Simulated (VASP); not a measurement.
# Ti in VASP: notebook, part 2 of 2

VASP 6.6.1. Earlier steps stand in the parts before.

## (4) Single point, PBE, collinear spin, ferromagnetic start

This run uses another cell than the first one, of 138.30 Å³/atom, 1.127 times its volume.

Input file INCAR:

```
PREC     = Accurate       # precision mode
ENCUT    = 520            # plane-wave cutoff, eV
EDIFF    = 1E-6           # SCF threshold, eV
ISMEAR   = 0              # smearing method
SIGMA    = 0.05           # smearing width, eV
LREAL    = F              # projectors in reciprocal space
LASPH    = T              # aspherical terms in the spheres
NELM     = 150            # most SCF steps
ALGO     = Normal         # electronic algorithm
ISIF     = 2              # what is computed and relaxed
LWAVE    = F              # write WAVECAR
LCHARG   = F              # write CHGCAR
ISPIN    = 2              # spin polarisation
MAGMOM   = 1.5 1.5        # initial moments
LORBIT   = 11             # projections on sites
LMAXMIX  = 4              # l up to which the mixer works
GGA      = PE             # functional
NBANDS   = 23             # bands
```

Input file KPOINTS:

```
regular mesh
0
Gamma
  1 1 24
```

Input file POSCAR:

```
Ti
1.0
   11.3000000000      0.0000000000      0.0000000000
    0.0000000000      9.3000000000      0.0000000000
    0.0000000000      0.0000000000      2.6320150353
Ti
2
Direct
    0.4091540990      0.5000000000      0.0000000000
    0.5908459010      0.5000000000      0.5000000000
```

Potentials or basis: VASP PAW PBE potentials, release 64 (Ti_sv).

Command:

```
$ cat potpaw_PBE.64/Ti_sv/POTCAR > POTCAR
$ mpirun -np 1 vasp_std > vasp.out
```

OUTCAR:

```text
PREC = Accurate
   ENCUT = 520
   EDIFF = 1E-6
   ISMEAR = 0
   LREAL = F
   LASPH = T
   NELM = 150
   ISIF = 2
   ISPIN = 2
   LORBIT = 11
   GGA = PE

 ion  position               nearest neighbor table
   1  0.409  0.500  0.000-   2 2.44   2 2.44
   2  0.591  0.500  0.500-   1 2.44   1 2.44

  LATTYP: Found a simple orthorhombic cell.
 ALAT       =     2.6320150353
 B/A-ratio  =     3.5334144658
 C/A-ratio  =     4.2932885445

  Lattice vectors:

 A1 = (   0.0000000000,   0.0000000000,  -2.6320150353)
 A2 = (   0.0000000000,   9.3000000000,   0.0000000000)
 A3 = (  11.3000000000,   0.0000000000,   0.0000000000)

Analysis of symmetry for initial positions (statically):
=====================================================================
 Subroutine PRICEL returns:
 Original cell was already a primitive cell.

 Routine SETGRP: Setting up the symmetry group for a
 simple orthorhombic supercell.

 Subroutine GETGRP returns: Found  8 space group operations
 (whereof  4 operations were pure point group operations)
 out of a pool of  8 trial point group operations.

The static configuration has the point symmetry C_2v.
 The point group associated with its full space group is D_2h.

Analysis of symmetry for dynamics (positions and initial velocities):
=====================================================================
 Subroutine PRICEL returns:
 Original cell was already a primitive cell.

 Routine SETGRP: Setting up the symmetry group for a
 simple orthorhombic supercell.

 Subroutine GETGRP returns: Found  8 space group operations
 (whereof  4 operations were pure point group operations)
 out of a pool of  8 trial point group operations.

The dynamic configuration has the point symmetry C_2v.
 The point group associated with its full space group is D_2h.

[... 136 lines left out ...]
 maximum number of plane-waves:      7490
   NGX = 43   NGY = 35   NGZ =  9

 number of electron      23.9999994 magnetization       0.3561378

 Free energy of the ion-electron system (eV)
  ---------------------------------------------------
  ext. energy  EPLUGINS =         0.00000000
  ---------------------------------------------------
  free energy    TOTEN  =       -10.89464861 eV

  energy without entropy =      -10.89122423  energy(sigma->0) =      -10.89293642

 E-fermi :  -1.9943     XC(G=0):  -3.0075

 val. band max:       -2.0055067962   @ k =   0.0000   0.0000   0.1250
 cond. band min:      -1.9588469182   @ k =   0.0000   0.0000   0.1250
 fundamental gap:      0.0466598780
 Fermi energy:        -1.9942940689

 spin component 1

 k-point     1 :       0.0000    0.0000    0.0000
  band No.  band energies     occupation
      1     -58.6566      1.00000
      2     -58.3901      1.00000
      3     -35.3274      1.00000
      4     -35.0118      1.00000
      5     -34.8170      1.00000
      6     -34.3962      1.00000
[... 327 lines left out ...]
     22       4.6702      0.00000
     23       5.1197      0.00000
 Fermi energy:        -1.9942940689

 spin component 2

 k-point     1 :       0.0000    0.0000    0.0000
  band No.  band energies     occupation
      1     -58.6079      1.00000
      2     -58.3410      1.00000
      3     -35.2786      1.00000
      4     -34.9663      1.00000
      5     -34.7707      1.00000
      6     -34.3397      1.00000
[... 327 lines left out ...]
     22       4.9129      0.00000
     23       5.2225      0.00000

------------------------ aborting loop because EDIFF is reached ----------------------------------------

  FORCE on cell =-STRESS in cart. coord.  units (eV):
  Direction    XX          YY          ZZ          XY          YZ          ZX
  --------------------------------------------------------------------------------------
  -------------------------------------------------------------------------------------
  Total        0.0862239     -0.0563846     -0.0627324      0.0000000      0.0000000      0.0000000
  in kB        0.4994460     -0.3266040     -0.3633733      0.0000000      0.0000000      0.0000000
  external PRESSURE =      -0.0635104 kB  Pullay stress =       0.0000000 kB

 VOLUME and BASIS-vectors are now :
 -----------------------------------------------------------------------------
  energy-cutoff  :      520.00
  volume of cell :      276.60
      direct lattice vectors                 reciprocal lattice vectors
    11.300000000  0.000000000  0.000000000     0.088495575  0.000000000  0.000000000
     0.000000000  9.300000000  0.000000000     0.000000000  0.107526882  0.000000000
     0.000000000  0.000000000  2.632015035     0.000000000  0.000000000  0.379937039

 POSITION                                       TOTAL-FORCE (eV/Angst)
 -----------------------------------------------------------------------------------
      4.62344      4.65000      0.00000        -0.006840      0.000000      0.000000
      6.67656      4.65000      1.31601         0.006840      0.000000      0.000000
 -----------------------------------------------------------------------------------
    total drift:                                0.000000      0.000000      0.000000

  FREE ENERGIE OF THE ION-ELECTRON SYSTEM (eV)
  ---------------------------------------------------
  free  energy   TOTEN  =       -10.8946486141 eV

  energy  without entropy=      -10.8912242282  energy(sigma->0) =      -10.89293642

 total charge

# of ion       s       p       d       tot
------------------------------------------
    1        2.277   6.015   2.111  10.403
    2        2.277   6.015   2.111  10.403
--------------------------------------------------
tot          4.554  12.030   4.222  20.806

 magnetization (x)

# of ion       s       p       d       tot
------------------------------------------
    1        0.007   0.003   0.047   0.057
    2        0.007   0.003   0.047   0.057
--------------------------------------------------
tot          0.014   0.005   0.093   0.113
```

OSZICAR:

```text
N       E                     dE             d eps       ncg     rms          rms(c)
DAV:   1     0.188964129621E+03    0.18896E+03   -0.12116E+04  1532   0.805E+02
DAV:   2     0.172384746391E+02   -0.17173E+03   -0.16572E+03  1378   0.257E+02
[... 21 lines left out ...]
DAV:  24    -0.108946476631E+02   -0.58715E-05   -0.71682E-05  1203   0.519E-02    0.987E-03
DAV:  25    -0.108946421908E+02    0.54722E-05   -0.97045E-06  1295   0.193E-02    0.794E-03
DAV:  26    -0.108946413888E+02    0.80209E-06   -0.11410E-05  1196   0.180E-02    0.258E-03
DAV:  27    -0.108946403483E+02    0.10405E-05   -0.43507E-06  1044   0.132E-02    0.136E-03
DAV:  28    -0.108946468478E+02   -0.64995E-05   -0.22848E-06  1094   0.799E-03    0.144E-03
DAV:  29    -0.108946480793E+02   -0.12316E-05   -0.13392E-06  1229   0.676E-03    0.644E-04
DAV:  30    -0.108946486141E+02   -0.53479E-06   -0.57690E-07  1086   0.442E-03
   1 F= -.10894649E+02 E0= -.10892936E+02  d E =-.342439E-02  mag=     0.3564
```

Wall time 2.2 min (1 thread of Intel Xeon 6975P-C (Granite Rapids), shared host); peak memory 0.48 GiB.

Results:

| Property | Result |
| --- | --- |
| Free energy | -10.8946 eV |
| Largest force | 0.007 eV/Å |
| Net moment | 0.36 μB per cell |
| Site moments | Ti +0.06 μB |
| Valence electrons inside the program's atomic spheres | Ti 10.40 |

Forces on the atoms (eV/Å):
```
Ti  -0.007  0.000  0.000
Ti   0.007  0.000  0.000
```

Levels at points of the mesh, in eV from the Fermi level:
Spin up:
| k point | band 8 | band 9 | band 10 | band 11 | band 12 | band 13 | band 14 | band 15 | band 16 | band 17 |
| --- | --- | --- | --- | --- | --- | --- | --- | --- | --- | --- |
| (0.00, 0.00, 0.00) | -32.09 | -3.09 | -2.14 | -0.62 | -0.25 | -0.17 | 0.74 | 0.99 | 1.13 | 1.56 |
| (0.00, 0.00, 0.50) | -32.49 | -1.04 | -1.04 | -0.72 | -0.72 | 1.83 | 1.83 | 1.96 | 1.96 | 2.14 |
Spin down:
| k point | band 10 | band 11 | band 12 | band 13 | band 14 | band 15 |
| --- | --- | --- | --- | --- | --- | --- |
| (0.00, 0.00, 0.00) | -2.06 | -0.60 | -0.18 | 0.19 | 0.98 | 1.14 |
| (0.00, 0.00, 0.50) | -0.97 | -0.69 | -0.69 | 1.97 | 1.97 | 2.09 |

## (5) Single point, PBE, collinear spin, ferromagnetic start

This run uses another cell than the first one, of 141.33 Å³/atom, 1.152 times its volume.

Input file INCAR:

```
SYSTEM = Ti
ALGO = Normal
EDIFF = 1E-6
ENCUT = 520
GGA = PE
ISIF = 2
ISMEAR = 0
ISPIN = 2
LASPH = .True.
LCHARG = .True.
LELF = .True.
LMAXMIX = 4
LORBIT = 11
LREAL = .False.
LVHAR = .True.
LWAVE = .False.
MAGMOM = 1.5 1.5
NBANDS = 23
NELM = 150
PREC = Accurate
SIGMA = 0.05
```

Input file KPOINTS:

```
k-points
0
Gamma
  1 1 24
  0 0 0
```

Input file POSCAR:

```
Ti
1.0
   11.3000000000      0.0000000000      0.0000000000
    0.0000000000      9.3000000000      0.0000000000
    0.0000000000      0.0000000000      2.6896603656
Ti
2
Direct
    0.3989524825      0.5000000000      0.0000000000
    0.6010475175      0.5000000000      0.5000000000
```

Potentials or basis: VASP PAW PBE potentials, release 64 (Ti_sv).

Command:

```
$ cat potpaw_PBE.64/Ti_sv/POTCAR > POTCAR
$ mpirun -np 1 vasp_std > vasp.out
```

OUTCAR:

```text
SYSTEM = Ti
   EDIFF = 1E-6
   ENCUT = 520
   GGA = PE
   ISIF = 2
   ISMEAR = 0
   ISPIN = 2
   LASPH = .True.
   LORBIT = 11
   LREAL = .False.
   NELM = 150
   PREC = Accurate

 ion  position               nearest neighbor table
   1  0.399  0.500  0.000-   2 2.65   2 2.65
   2  0.601  0.500  0.500-   1 2.65   1 2.65

  LATTYP: Found a simple orthorhombic cell.
 ALAT       =     2.6896603656
 B/A-ratio  =     3.4576856316
 C/A-ratio  =     4.2012739395

  Lattice vectors:

[... 878 lines left out ...]
  in kB      -21.1713223     -0.3251920    -11.4124313      0.0000000      0.0000000      0.0000000
  external PRESSURE =     -10.9696485 kB  Pullay stress =       0.0000000 kB

 VOLUME and BASIS-vectors are now :
 -----------------------------------------------------------------------------
  energy-cutoff  :      520.00
  volume of cell :      282.66
      direct lattice vectors                 reciprocal lattice vectors
    11.300000000  0.000000000  0.000000000     0.088495575  0.000000000  0.000000000
     0.000000000  9.300000000  0.000000000     0.000000000  0.107526882  0.000000000
     0.000000000  0.000000000  2.689660366     0.000000000  0.000000000  0.371794154

 POSITION                                       TOTAL-FORCE (eV/Angst)
 -----------------------------------------------------------------------------------
      4.50816      4.65000      0.00000         1.680050      0.000000      0.000000
      6.79184      4.65000      1.34483        -1.680050      0.000000      0.000000
 -----------------------------------------------------------------------------------
    total drift:                                0.000000      0.000000     -0.000000

  FREE ENERGIE OF THE ION-ELECTRON SYSTEM (eV)
  ---------------------------------------------------
  free  energy   TOTEN  =       -10.6522920394 eV

  energy  without entropy=      -10.6489692230  energy(sigma->0) =      -10.65063063

 total charge

# of ion       s       p       d       tot
------------------------------------------
    1        2.258   5.999   2.007  10.264
    2        2.258   5.999   2.007  10.264
--------------------------------------------------
tot          4.516  11.998   4.014  20.528

 magnetization (x)

# of ion       s       p       d       tot
------------------------------------------
    1        0.005   0.002   0.061   0.068
    2        0.005   0.002   0.061   0.068
--------------------------------------------------
tot          0.010   0.004   0.121   0.135
```

OSZICAR:

```text
N       E                     dE             d eps       ncg     rms          rms(c)
DAV:   1     0.183099621270E+03    0.18310E+03   -0.12006E+04  1556   0.804E+02
DAV:   2     0.175672332972E+02   -0.16553E+03   -0.15989E+03  1316   0.255E+02
DAV:   3    -0.867486908026E+01   -0.26242E+02   -0.25483E+02  2271   0.764E+01
[... 30 lines left out ...]
DAV:  34    -0.106522481388E+02    0.83064E-05   -0.13356E-05  1272   0.192E-02    0.242E-02
DAV:  35    -0.106522850987E+02   -0.36960E-04   -0.65117E-05  1196   0.509E-02    0.112E-02
DAV:  36    -0.106522853646E+02   -0.26590E-06   -0.13323E-05  1245   0.224E-02    0.880E-03
DAV:  37    -0.106522917257E+02   -0.63611E-05   -0.63371E-06  1058   0.148E-02    0.535E-03
DAV:  38    -0.106522920394E+02   -0.31371E-06   -0.26063E-06  1078   0.102E-02
   1 F= -.10652292E+02 E0= -.10650631E+02  d E =-.332282E-02  mag=     0.3436
```

Wall time 3.1 min (1 thread of Intel Xeon 6975P-C (Granite Rapids), shared host); peak memory 0.49 GiB.

Results:

- Free energy: -10.6523 eV
- Largest force: 1.680 eV/Å
- Net moment: 0.34 μB per cell
- Site moments: Ti +0.07 μB
- Valence electrons inside the program's atomic spheres: Ti 10.26

Forces on the atoms (eV/Å):
```
Ti   1.680  0.000  0.000
Ti  -1.680  0.000  0.000
```

Levels at points of the mesh, in eV from the Fermi level:
Spin up:
| k point | band 8 | band 9 | band 10 | band 11 | band 12 | band 13 | band 14 | band 15 | band 16 | band 17 |
| --- | --- | --- | --- | --- | --- | --- | --- | --- | --- | --- |
| (0.00, 0.00, 0.00) | -32.56 | -3.27 | -2.04 | -0.56 | -0.23 | -0.22 | 0.36 | 0.85 | 0.89 | 1.09 |
| (0.00, 0.00, 0.50) | -33.00 | -1.08 | -1.08 | -0.62 | -0.62 | 1.48 | 1.48 | 1.59 | 1.59 | 1.60 |
Spin down:
```
           k point  band 10  band 11  band 12  band 13  band 14  band 15
(0.00, 0.00, 0.00)    -1.95    -0.53    -0.13     0.09     0.56     1.00
(0.00, 0.00, 0.50)    -1.02    -0.60    -0.60     1.63     1.63     1.69
```

## (6) The runs side by side

| cell | k mesh | gap on the mesh (eV) | moment (μB) | largest force (eV/Å) |
| --- | --- | --- | --- | --- |
| a = 10.100, b = 9.300, c = 2.613 Å, 2 atoms | 1 × 1 × 14 | none | 0.30 | 0.01 |
| a = 10.100, b = 9.300, c = 4.567 Å, 2 atoms | 1 × 1 × 14 | none | 3.18 | 0.14 |
| a = 11.300, b = 9.300, c = 2.632 Å, 2 atoms | 1 × 1 × 24 | none | 0.36 | 0.01 |
| a = 11.300, b = 9.300, c = 2.690 Å, 2 atoms | 1 × 1 × 24 | none | 0.34 | 1.68 |

Alike in all rows: task single point; level PBE; potentials or basis VASP PAW PBE potentials, release 64 (Ti_sv); spin collinear, ferromagnetic start; cutoff (eV) 520; smearing gaussian 0.05 eV.

Absolute energies hang on the potentials; compare differences alone.
